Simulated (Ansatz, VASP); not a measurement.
This is a calculation of Co for VASP 6.6.1.

The input POSCAR:

```
Co
1.0
    2.5030729010      0.0000000000      0.0000000000
   -1.2515364506      2.1677247198      0.0000000000
    0.0000000000      0.0000000000      8.1946701348
Co
4
Direct
    0.6666666667      0.3333333333      0.7500000000
    0.0000000000      0.0000000000      0.5000000000
    0.3333333333      0.6666666667      0.2500000000
    0.0000000000      0.0000000000      0.0000000000
```

INCAR.step1

```
PREC = Accurate
ENCUT = 520
ISMEAR = -1
SIGMA = 0.05
LREAL = False
LASPH = True
NELM = 150
ISPIN = 2
MAGMOM = 2 2 2 2
LMAXMIX = 4
NBANDS = 30
GGA = PE
ALGO = Normal
EDIFF = 1E-4
LWAVE = True
LCHARG = False
```

The input INCAR.step2:

```
PREC = Accurate
ENCUT = 520
EDIFF = 1E-7
ISMEAR = -1
SIGMA = 0.05
LREAL = False
LASPH = True
NELM = 150
ALGO = Normal
ISIF = 2
LWAVE = False
LCHARG = False
ISPIN = 2
MAGMOM = 2 2 2 2
LORBIT = 11
LMAXMIX = 4
METAGGA = R2SCAN
LMIXTAU = True
NBANDS = 30
ISTART = 1
```

The input KPOINTS:

```
Automatic mesh
0
Gamma
  12 12 4
```

Potentials or basis: VASP PAW PBE potentials, release 64 (Co).

Launch:

```bash
$ cat potpaw_PBE.64/Co/POTCAR > POTCAR
$ cp INCAR.step1 INCAR
$ mpirun -np 1 vasp_std > vasp.out
$ cp INCAR.step2 INCAR
$ mpirun -np 1 vasp_std > vasp.out
```

Q: Set up the same calculation for Ansatz 0.2.0. Potentials there: Ansatz PAW.

A: As run (the cutoff follows the program's own potentials):

Contents of input.yaml:

```yaml
crystal:
  lattice:
    - [2.503072901, 0.0, 0.0]
    - [-1.2515364506, 2.1677247198, 0.0]
    - [0.0, 0.0, 8.1946701348]
  atoms:
    - { symbol: Co, position: [0.6666666667, 0.3333333333, 0.75], spin: 2.0 }
    - { symbol: Co, position: [0.0, 0.0, 0.5], spin: 2.0 }
    - { symbol: Co, position: [0.3333333333, 0.6666666667, 0.25], spin: 2.0 }
    - { symbol: Co, position: [0.0, 0.0, 0.0], spin: 2.0 }
hamiltonian:
  xc: r2scan
  pseudopotentials: { kind: paw }
magnetization:
  spin_polarized: true
kpoints:
  mp_grid: { grid: [12, 12, 4] }
scf:
  occupations: { method: fermi_dirac, width: 0.05 }
output:
  forces: true
  stress: true
  eigenvalues: true
```

Potentials or basis: Ansatz PAW.

Launch:

```bash
$ ansatz run input.yaml --threads 2 --pin off --max-ram 5632MiB --backend cpu --events-out ev --progress --plain --runs-dir out
```

Both were run:

|  | VASP | Ansatz | Ansatz less VASP |
| --- | --- | --- | --- |
| gap on the k mesh at the Fermi level (eV) | none | none | - |
| pressure (GPa) | -8.4 | -8.6 | -0.17 |
| traceless stress, the component that is largest in VASP (GPa) | 0.20 | 0.16 | -0.049 |
| net moment per atom (μB) | 1.77 | 1.78 | +0.004 |
| size of the moment on the site where the two differ most (μB) | 1.86 | 1.93 | +0.071 |

VASP's potentials were made for PBE, not for r2SCAN. Site moments also hang on the region over which each program counts them. A gap of «none» marks a metal or a gap that the smearing closes. VASP's potentials hold 36 valence electrons a cell and Ansatz's 68, so a difference there can come from the potentials and not from the codes.

Noted on Ansatz's run: the magnetic or orbital state may not be the lowest.
